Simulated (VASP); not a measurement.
Here is a VASP 6.6.1 calculation.

The input POSCAR:

```
RbBr
1.0
    0.0000000000      3.5087372834      3.5087372834
    3.5087372834      0.0000000000      3.5087372834
    3.5087372834      3.5087372834      0.0000000000
Rb Br
1 1
Direct
    0.0000000000      0.0000000000      0.0000000000
    0.5000000000      0.5000000000      0.5000000000
```

INCAR.step1

```
SYSTEM = RbBr
ALGO = Normal ; EDIFF = 1E-4
ENCUT = 600 ; GGA = PE
ISMEAR = -1 ; LASPH = .TRUE.
LCHARG = .FALSE. ; LREAL = .FALSE.
LWAVE = .TRUE. ; NELM = 80
PREC = Accurate ; SIGMA = 0.02
```

INCAR.step2

```
SYSTEM = RbBr
ALGO = Normal ; EDIFF = 1E-6
EDIFFG = -0.005 ; ENCUT = 600
IBRION = 2 ; ISIF = 3
ISMEAR = -1 ; ISTART = 1
LASPH = .TRUE. ; LCHARG = .FALSE.
LMIXTAU = .TRUE. ; LREAL = .FALSE.
LWAVE = .FALSE. ; METAGGA = R2SCAN
NELM = 80 ; NSW = 80
PREC = Accurate ; SIGMA = 0.02
```

The input KPOINTS:

```
k-points
0
G
  6 6 6
  0 0 0
```

Potentials or basis: VASP PAW PBE potentials, release 64 (Rb_sv, Br).

Launch:

```sh
$ cat potpaw_PBE.64/Rb_sv/POTCAR potpaw_PBE.64/Br/POTCAR > POTCAR
$ cp INCAR.step1 INCAR
$ mpirun -np 1 vasp_std > vasp.out
$ cp INCAR.step2 INCAR
$ mpirun -np 1 vasp_std > vasp.out
```

Problem. What does it give for the relaxed cell?

Solution. a = 4.900 Å, b = 4.900 Å, c = 4.900 Å, α = 60.00°, β = 60.00°, γ = 60.00°.

Problem. Estimate the band gap on the k mesh.

Solution. 4.88 eV.

Problem. Predict the relaxed volume.

Solution. 41.59 Å³/atom.

Problem. Predict the space group after relaxing (to 0.1 Å).

Solution. Fm-3m (No. 225).

Final structure:
```
Rb Br
1.0
     0.00000    3.46456    3.46456
     3.46456    0.00000    3.46456
     3.46456    3.46456    0.00000
Rb Br
1 1
Direct
  0.00000 0.00000 0.00000
  0.50000 0.50000 0.50000
```

Caveat: the PAW data sets were made with another functional, which shifts forces and pressure a little.
